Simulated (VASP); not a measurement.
Write the native input for VASP 6.6.1 that does the following.

| Item | Value |
| --- | --- |
| Task | electric field gradients |
| Functional | PBEsol |
| Potentials or basis | VASP PAW PBE potentials, release 64 (Ta_pv, N) |
| Cutoff | 520 eV |
| k mesh | 9 × 9 × 5 |
| Occupations | fermi-dirac, width 0.01 eV |
| Spin | no spin polarisation |
| Dipole correction | no |
| Further INCAR settings | ALGO = Normal; EDIFF = 1e-08; NBANDS = 24 |

The structure of TaN lies in POSCAR:

```
TaN
1.0
    3.0500010905      0.0000000000      0.0000000000
   -1.5250005453      2.6413784260      0.0000000000
    0.0000000000      0.0000000000      5.0388000000
Ta N
2 2
Direct
    0.3333333333      0.6666666667      0.0000000000
    0.6666666667      0.3333333333      0.5000000000
    0.3333333333      0.6666666667      0.3850000000
    0.6666666667      0.3333333333      0.8850000000
```

This cell differs from its parent crystal: zz strain of +2 %.

These files were run (other wordings do the same):

INCAR

```
PREC = Accurate ; ENCUT = 520
EDIFF = 1E-8 ; ISMEAR = -1
SIGMA = 0.01 ; LREAL = F
LASPH = T ; NELM = 120
ALGO = Normal ; ISIF = 2
LWAVE = F ; LCHARG = F
GGA = PS ; LEFG = T
NBANDS = 24 ; GGA_COMPAT = F
```

KPOINTS

```
Automatic mesh
0
Gamma
  9 9 5
```

Potentials or basis: VASP PAW PBE potentials, release 64 (Ta_pv, N).

Command:

```console
$ cat potpaw_PBE.64/Ta_pv/POTCAR potpaw_PBE.64/N/POTCAR > POTCAR
$ mpirun -np 1 vasp_std > vasp.out
```

Results of the run:

The pressure is 116.9 GPa. The largest force is 3.271 eV/Å and the band gap on the k mesh is zero (band 16 reaches 9.96 eV, above the bottom of band 17 at 7.73 eV).

Caveat: the cell differs from its parent crystal (zz strain of +2 %); without QUAD_EFG the Cq values of the log hold for a quadrupole moment of 1 mb, not for the nuclei; the PAW data sets were made with another functional, which shifts forces and pressure a little; spin-orbit coupling is left out, which moves the levels of the heavy elements.

Wall time 15 s on 1 thread of Intel(R) Xeon(R) 6975P-C (Granite Rapids) (shared host), peak memory 0.17 GiB.
